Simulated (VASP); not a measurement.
A run of VASP 6.6.1:

INCAR

```
ALGO = Normal
EDIFF = 1E-6
ENCUT = 520
GGA = PE
ISIF = 2
ISMEAR = 0
LASPH = T
LCHARG = F
LREAL = F
LWAVE = F
NBANDS = 31
NELM = 100
PREC = Accurate
SIGMA = 0.02
```

KPOINTS

```
k-points
0
Gamma
  6 6 4
```

POSCAR

```
HfO2
1.0
    3.6041615358     -0.0304673674      0.0375661747
    0.0297798818      3.6036901219      0.0658215126
   -0.0355429556     -0.0877749255      5.2635325288
Hf O
2 4
Direct
    0.5066280849      0.4897845828      0.5014835473
    0.0032808691     -0.0088721143      0.0014624204
    0.0051354284      0.4907108758      0.6947014983
    0.5047541556     -0.0089688071      0.8082467908
    0.5052523264     -0.0095803223      0.3082578658
    0.0044550136      0.4905721320      0.1946894987
```

Potentials or basis: VASP PAW PBE potentials, release 64 (Hf_pv, O).

Command:

```sh
$ cat potpaw_PBE.64/Hf_pv/POTCAR potpaw_PBE.64/O/POTCAR > POTCAR
$ mpirun -np 1 vasp_std > vasp.out
```

Hardware: 1 thread of Intel(R) Xeon(R) Platinum 8488C (Sapphire Rapids) (shared host).

Question: Estimate the wall time of this run.

Answer: Run time: 2.7 min on 1 thread of Intel(R) Xeon(R) Platinum 8488C (Sapphire Rapids), on a shared host, peak memory 0.26 GiB. Counts: scf iterations 14, k points 76.
